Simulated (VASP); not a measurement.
# Cr (P6/mmm) in VASP: a series of runs

Cr is run at these levels: revPBE; tasks: single point.

Program: VASP 6.6.1. These are calculated values, not measurements. Logs are shortened: lines on timing, memory, paths and dates and some standing lists are left out, and cuts for length are marked.

## 1. The cell of the first run

The structure is hexagonal, space group P6/mmm (No. 191). Conventional cell: a = 4.076 Å, b = 4.076 Å, c = 2.208 Å, α = 90.00°, β = 90.00°, γ = 120.00°. Cr (site symmetry 6/mmm) has 14 Cr at 2.21 to 2.60 Å within 2.9 Å. Within 2.9 Å of Cr (site symmetry -6m2) lie 11 Cr at 2.21 to 2.60 Å.

This isn't the form of Cr at room conditions, which is bcc.

## 2. Single point, revPBE (10.59 Å³/atom)

INCAR reads:

```
ALGO     = Normal         # electronic algorithm
EDIFF    = 1E-6           # SCF threshold, eV
ENCUT    = 520            # plane-wave cutoff, eV
GGA      = RE             # functional
ISIF     = 2              # what is computed and relaxed
ISMEAR   = -1             # smearing method
LASPH    = True           # aspherical terms in the spheres
LCHARG   = True           # write CHGCAR
LELF     = True           # ELF
LREAL    = False          # projectors in reciprocal space
LVHAR    = True         
LWAVE    = False          # write WAVECAR
NBANDS   = 25             # bands
NELM     = 100            # most SCF steps
PREC     = Accurate       # precision mode
SIGMA    = 0.1            # smearing width, eV
```

KPOINTS reads:

```
k-points
0
Gamma
  10 10 15
```

POSCAR reads:

```
Cr
1.0
    4.0764387687      0.0000000000      0.0000000000
   -2.0382193843      3.5302995306      0.0000000000
    0.0000000000      0.0000000000      2.2079866997
Cr
3
Direct
    0.0000000000      1.0000000000      0.0000000000
    0.3333333333      0.6666666667      0.5000000000
    0.6666666667      0.3333333333      0.5000000000
```

Potentials or basis: VASP PAW PBE potentials, release 64 (Cr_pv).

Launch:

```
$ cat potpaw_PBE.64/Cr_pv/POTCAR > POTCAR
$ mpirun -np 1 vasp_std > vasp.out
```

OUTCAR:

```text
EDIFF = 1E-6
   ENCUT = 520
   GGA = RE
   ISIF = 2
   ISMEAR = -1
   LASPH = True
   LREAL = False
   NELM = 100
   PREC = Accurate

 ion  position               nearest neighbor table
   1  0.000  0.000  0.000-   2 2.60   3 2.60   2 2.60   3 2.60   2 2.60   2 2.60   3 2.60   3 2.60
                             3 2.60   3 2.60   2 2.60   2 2.60
   2  0.333  0.667  0.500-   3 2.35   3 2.35   3 2.35   1 2.60   1 2.60   1 2.60   1 2.60   1 2.60
                             1 2.60
   3  0.667  0.333  0.500-   2 2.35   2 2.35   2 2.35   1 2.60   1 2.60   1 2.60   1 2.60   1 2.60
                             1 2.60

  LATTYP: Found a hexagonal cell.
 ALAT       =     4.0764387687
 C/A-ratio  =     0.5416459868

  Lattice vectors:

 A1 = (   4.0764387687,   0.0000000000,   0.0000000000)
 A2 = (  -2.0382193843,   3.5302995306,   0.0000000000)
 A3 = (   0.0000000000,   0.0000000000,   2.2079866997)

Analysis of symmetry for initial positions (statically):
=====================================================================
 Subroutine PRICEL returns:
 Original cell was already a primitive cell.

 Routine SETGRP: Setting up the symmetry group for a
 hexagonal supercell.

 Subroutine GETGRP returns: Found 24 space group operations
 (whereof 24 operations were pure point group operations)
 out of a pool of 24 trial point group operations.

The static configuration has the point symmetry D_6h.

Analysis of symmetry for dynamics (positions and initial velocities):
=====================================================================
 Subroutine PRICEL returns:
 Original cell was already a primitive cell.

 Routine SETGRP: Setting up the symmetry group for a
 hexagonal supercell.

 Subroutine GETGRP returns: Found 24 space group operations
 (whereof 24 operations were pure point group operations)
 out of a pool of 24 trial point group operations.

The dynamic configuration has the point symmetry D_6h.

 Subroutine INISYM returns: Found 24 space group operations
 (whereof 24 operations are pure point group operations),
 and found     1 'primitive' translations

----------------------------------------------------------------------------------------

                                     Primitive cell

  volume of cell :      31.7752

  direct lattice vectors                    reciprocal lattice vectors
     4.076438769  0.000000000  0.000000000     0.245312160  0.141631042  0.000000000
    -2.038219384  3.530299531  0.000000000     0.000000000  0.283262083  0.000000000
[... 85 lines left out ...]
   ENCUT  =  520.0 eV  38.22 Ry    6.18 a.u.   7.58  7.58  4.11*2*pi/ulx,y,z
   NELM   =    100;   NELMIN=  2; NELMDL= -5     # of ELM steps
   EDIFF  = 0.1E-05   stopping-criterion for ELM
   LREAL  =      F    real-space projection
   EDIFFG = 0.1E-04   stopping-criterion for IOM
   NSW    =      0    number of steps for IOM
   IBRION =     -1    ionic relax: 0-MD 1-quasi-New 2-CG
   NFREE  =      0    steps in history (QN), initial steepest desc. (CG)
   ISIF   =      2    stress and relaxation
   ISYM   =      2    0-nonsym 1-usesym 2-fastsym
   POTIM  = 0.5000    time-step for ionic-motion
   TEBEG  =    0.0;   TEEND  =   0.0 temperature during run
   PSTRESS=    0.0 pullay stress
   NELECT =      36.0000    total number of electrons
   NUPDOWN=      -1.0000    fix difference up-down
   EMIN   =  10.00;   EMAX   =-10.00  energy-range for DOS
   EFERMI =   0.00;   METHOD = LEGACY
   ISMEAR =    -1;   SIGMA  =   0.10  broadening in eV -4-tet -1-fermi 0-gaus
   EFERMI_NEDOS =   21; number of points for ismear=-14 and -15
   IALGO  =     38    algorithm
   IMIX   =      4    mixing-type and parameters
     AMIX     =   0.40;   BMIX     =  1.00
     AMIX_MAG =   1.60;   BMIX_MAG =  1.00
  volume/ion in A,a.u.               =      10.59        71.48
  Fermi-wavevector in a.u.,A,eV,Ry     =   1.706656  3.225112 39.629350  2.912675
  Thomas-Fermi vector in A             =   2.785652
   LORBIT       =      0    0 simple, 1 ext, 2 COOP (PROOUT), +10 PAW based schemes
   GGA     = RE    functional components
   LHFCALC =     F    Hartree Fock is set to
   AEXX    =    0.0000 exact exchange contribution
   IVDW    =     0    specifies the selected vdW correction
   LEPSILON=     F    determine dielectric tensor
   LRPA    =     F    only Hartree local field effects (RPA)
 non-spin polarized calculation
  energy-cutoff  :      520.00
  volume of cell :       31.78
 maximum number of plane-waves:       879
   NGX = 15   NGY = 15   NGZ =  9

 number of electron      36.0000010 magnetization

 Free energy of the ion-electron system (eV)
  ---------------------------------------------------
  ext. energy  EPLUGINS =         0.00000000
  ---------------------------------------------------
  free energy    TOTEN  =       -25.91047089 eV

  energy without entropy =      -25.76826457  energy(sigma->0) =      -25.83936773

 E-fermi :  12.2738     XC(G=0): -14.0686

 val. band max:       12.2695623274   @ k =   0.1000   0.1000   0.4000
 cond. band min:      12.2798775936   @ k =   0.1000   0.1000   0.4667
 fundamental gap:      0.0103152662
 Fermi energy:        12.2738214865

 k-point     1 :       0.0000    0.0000    0.0000
  band No.  band energies     occupation
      1     -31.0109      2.00000
      2     -31.0109      2.00000
      3     -30.9393      2.00000
      4     -30.9393      2.00000
      5     -30.2140      2.00000
      6     -30.2140      2.00000
[... 661 lines left out ...]
     24      14.8454      0.00000
     25      14.9651      0.00000

 [... further k-points ...]

------------------------ aborting loop because EDIFF is reached ----------------------------------------

  FORCE on cell =-STRESS in cart. coord.  units (eV):
  Direction    XX          YY          ZZ          XY          YZ          ZX
  --------------------------------------------------------------------------------------
  -------------------------------------------------------------------------------------
  Total        7.2310275      7.2310275      7.8790023      0.0000000      0.0000000     -0.0000000
  in kB      364.6041956    364.6041956    397.2765001      0.0000000      0.0000000     -0.0000000
  external PRESSURE =     375.4949638 kB  Pullay stress =       0.0000000 kB

 VOLUME and BASIS-vectors are now :
 -----------------------------------------------------------------------------
  energy-cutoff  :      520.00
  volume of cell :       31.78
      direct lattice vectors                 reciprocal lattice vectors
     4.076438769  0.000000000  0.000000000     0.245312160  0.141631042  0.000000000
    -2.038219384  3.530299531  0.000000000     0.000000000  0.283262083  0.000000000
     0.000000000  0.000000000  2.207986700     0.000000000  0.000000000  0.452901279

 POSITION                                       TOTAL-FORCE (eV/Angst)
 -----------------------------------------------------------------------------------
      0.00000      0.00000      0.00000        -0.000000     -0.000000      0.000000
     -0.00000      2.35353      1.10399         0.000000      0.000000      0.000000
      2.03822      1.17677      1.10399        -0.000000     -0.000000      0.000000
 -----------------------------------------------------------------------------------
    total drift:                               -0.000000      0.000000      0.000000

  FREE ENERGIE OF THE ION-ELECTRON SYSTEM (eV)
  ---------------------------------------------------
  free  energy   TOTEN  =       -25.9104708927 eV

  energy  without entropy=      -25.7682645683  energy(sigma->0) =      -25.83936773
```

stdout:

```text
POSCAR found type information on POSCAR Cr
 POSCAR found :  1 types and       3 ions
 scaLAPACK will be used
 -----------------------------------------------------------------------------
|                                                                             |
|                                                                             |
|     You enforced a specific xc type in the INCAR file but a different       |
|     I HOPE YOU KNOW WHAT YOU ARE DOING!                                     |
|                                                                             |
 -----------------------------------------------------------------------------

 LDA part: xc-table for (Slater+PW92), standard interpolation
 POSCAR, INCAR and KPOINTS ok, starting setup
 FFT: planning ... GRIDC
 FFT: planning ... GRID_SOFT
 FFT: planning ... GRID
 WAVECAR not read
 entering main loop
```

Run time: 39 s. Hardware: 1 thread of Intel Xeon 6975P-C (Granite Rapids), shared host; peak memory 0.18 GiB.

What came out:

```
Free energy            : -25.9105 eV
Pressure               : 37.5 GPa
Band gap on the k mesh : zero (bands 18 and 19 overlap by 1.06 eV)
```

Caveat: the cell stands under pressure; the PAW data sets were made with another functional, which shifts forces and pressure a little; the run has no spin polarisation, though such a crystal can be magnetic.

## 3. Single point, revPBE (11.07 Å³/atom)

This run uses another cell than the first one, of 11.07 Å³/atom.

INCAR reads:

```
ALGO     = Normal         # electronic algorithm
EDIFF    = 1E-7           # SCF threshold, eV
ENCUT    = 520            # plane-wave cutoff, eV
GGA      = RE             # functional
ISIF     = 2              # what is computed and relaxed
ISMEAR   = -1             # smearing method
LASPH    = T              # aspherical terms in the spheres
LCHARG   = F              # write CHGCAR
LREAL    = F              # projectors in reciprocal space
LWAVE    = F              # write WAVECAR
NBANDS   = 25             # bands
NELM     = 60             # most SCF steps
PREC     = Accurate       # precision mode
SIGMA    = 0.1            # smearing width, eV
```

KPOINTS is that of step 2.

POSCAR reads:

```
Cr
1.0
    4.1372901096      0.0000000000      0.0000000000
   -2.0686450548      3.5829983378      0.0000000000
    0.0000000000      0.0000000000      2.2409465844
Cr
3
Direct
    0.0000000000      1.0000000000      0.0000000000
    0.3333333333      0.6666666667      0.5000000000
    0.6666666667      0.3333333333      0.5000000000
```

Potentials or basis: VASP PAW PBE potentials, release 64 (Cr_pv).

Launch:

```
$ cat potpaw_PBE.64/Cr_pv/POTCAR > POTCAR
$ mpirun -np 1 vasp_std > vasp.out
```

Wall time 32 s (1 thread of Intel Xeon 6975P-C (Granite Rapids), shared host); peak memory 0.19 GiB.

It converged, with:

```
Free energy            : -26.1780 eV
Pressure               : 22.2 GPa
Band gap on the k mesh : zero (bands 18 and 19 overlap by 0.91 eV)
```

Stress tensor (GPa, compression positive):
```
21.43  0.00  0.00
 0.00 21.43  0.00
 0.00  0.00 23.67
```

Levels at points of the mesh, in eV from the Fermi level:
```
           k point  band 14  band 15  band 16  band 17  band 18  band 19  band 20  band 21  band 22  band 23
(0.00, 0.00, 0.00)    -2.28    -2.22    -2.22    -1.96    -0.37    -0.37     1.41     1.41     1.47     1.47
(0.50, 0.00, 0.00)    -2.62    -2.18    -1.93    -1.79     0.54     0.79     1.48     1.56     1.62     1.91
```

Caveat: the cell stands under pressure; the PAW data sets were made with another functional, which shifts forces and pressure a little; the run has no spin polarisation, though such a crystal can be magnetic. Spin polarisation is off, so any magnetic state and its effect on volume and gap are missing.
